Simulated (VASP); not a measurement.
AlSiN: relaxation of cell and atoms with PBE

Crystal: AlSiN.

```
Al Si N
1.0
     2.64171    0.00000    0.00000
     0.00000    2.64171    0.00000
     0.00000    0.00000    7.34435
Al Si N
1 1 1
Direct
  0.50000 0.50000 0.00000
  0.50000 0.50000 0.50000
  0.00000 0.00000 0.00000
```

| Quantity | Value |
| --- | --- |
| Program | VASP 6.6.1 |
| Task | relaxation of cell and atoms |
| Functional | PBE |
| Potentials or basis | VASP PAW PBE potentials, release 64 (Al, Si, N) |
| Cutoff | 600 eV |
| k mesh | 18 × 18 × 6 |
| Occupations | gaussian, width 0.1 eV |
| Spin | no spin polarisation |
| Dipole correction | no |
| Further INCAR settings | ALGO = Normal; EDIFF = 1e-07; IBRION = 2; EDIFFG = -0.01; NSW = 100; ISIF = 3 |

```yaml
Relaxed_volume: 17.68 Å³/atom
Relaxed_cell: a = 2.636 Å, b = 2.636 Å, c = 7.633 Å, α = 90.00°, β = 90.00°, γ = 90.00°
Space_group_after_relaxing_to_0.05_Å: P4/mmm (No. 123)
Energy_gained_by_relaxing: 0.7 meV/atom
Ionic_steps: 7
Pressure_after_relaxing: 0.1 GPa
Band_gap_on_the_k_mesh: zero (band 6 reaches 4.71 eV, above the bottom of band 7 at 3.51 eV)
```

Stress tensor (GPa, compression positive):
```
 0.09  0.00  0.00
 0.00  0.09  0.00
 0.00  0.00 -0.02
```

The path:
| step | energy change (eV) | largest force (eV/Å) | pressure (GPa) | volume (Å³) |
| --- | --- | --- | --- | --- |
| 1 | 0.0000 | 0.0000 | -0.29 | 51.25 |
| 2 | -0.0001 | 0.0000 | 0.58 | 51.02 |
| 3 | -0.0004 | 0.0000 | 0.17 | 51.13 |
| 4 | -0.0005 | 0.0000 | 0.16 | 51.22 |
| 5 | -0.0010 | 0.0000 | 0.14 | 51.48 |
| 6 | -0.0017 | 0.0000 | 0.11 | 51.99 |
| 7 | -0.0021 | 0.0000 | 0.05 | 53.03 |

Final structure:
```
Al Si N
1.0
     2.63586    0.00000    0.00000
     0.00000    2.63586    0.00000
     0.00000    0.00000    7.63309
Al Si N
1 1 1
Direct
  0.50000 0.50000 0.00000
  0.50000 0.50000 0.50000
  0.00000 0.00000 0.00000
```

Levels at points of the mesh, in eV from the Fermi level:
```csv
k point,band 3,band 4,band 5,band 6,band 7,band 8,band 9,band 10
"(0.00, 0.00, 0.00)",-4.69,-1.61,-0.70,-0.70,1.96,7.79,8.34,8.34
"(0.50, 0.00, 0.00)",-5.99,-4.17,-1.75,-0.32,0.55,4.77,4.79,6.36
"(0.50, 0.50, 0.00)",-5.56,-1.08,-1.04,-1.04,0.11,3.58,4.07,4.09
"(0.00, 0.00, 0.50)",-4.15,-2.73,-0.70,-0.70,4.16,4.85,8.34,8.34
"(0.50, 0.00, 0.50)",-6.03,-4.21,-1.64,-0.32,0.96,3.37,4.26,8.14
"(0.50, 0.50, 0.50)",-5.56,-1.06,-1.05,-1.05,0.11,3.28,3.62,5.34
```

It took 3.3 min on 1 thread of Intel(R) Xeon(R) 6975P-C (Granite Rapids), with other jobs on the host, peak memory 0.31 GiB.
